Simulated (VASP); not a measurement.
Input of a VASP 6.6.1 run:

File INCAR:

```
  ALGO = Fast
  EDIFF = 1E-8
  ENCUT = 520
  GGA = CA
  IBRION = 8
  ISIF = 2
  ISMEAR = 0
  LASPH = T
  LCHARG = F
  LREAL = F
  LWAVE = F
  NELM = 100
  NSW = 1
  PREC = Accurate
  SIGMA = 0.2
```

File KPOINTS:

```
k-points
0
Gamma
  16 16 16
```

The input POSCAR:

```
BeCo
1.0
    2.4892261779      0.0000000000      0.0000000000
    0.0000000000      2.4892261779      0.0000000000
    0.0000000000      0.0000000000      2.4892261779
Be Co
1 1
Direct
    0.0000000000      0.0000000000      0.0000000000
    0.5000000000      0.5000000000      0.5000000000
```

Potentials or basis: VASP PAW LDA potentials, release 64 (Be, Co).

Launch:

```bash
$ cat potpaw_LDA.64/Be/POTCAR potpaw_LDA.64/Co/POTCAR > POTCAR
$ mpirun -np 1 vasp_std > vasp.out
```

Problem. What does it give for the highest phonon frequency at Γ?

Solution. 601 cm⁻¹.

Phonon frequencies in cm⁻¹ (negative: imaginary):
```csv
q point,frequencies
"(0.000, 0.000, 0.000)",0 0 0 601 601 601
```

Caveat: the cell stands under pressure or tension, which shifts response properties; the run has no spin polarisation, though such a crystal can be magnetic. Spin polarisation is off, so any magnetic state and its effect on volume and gap are missing.
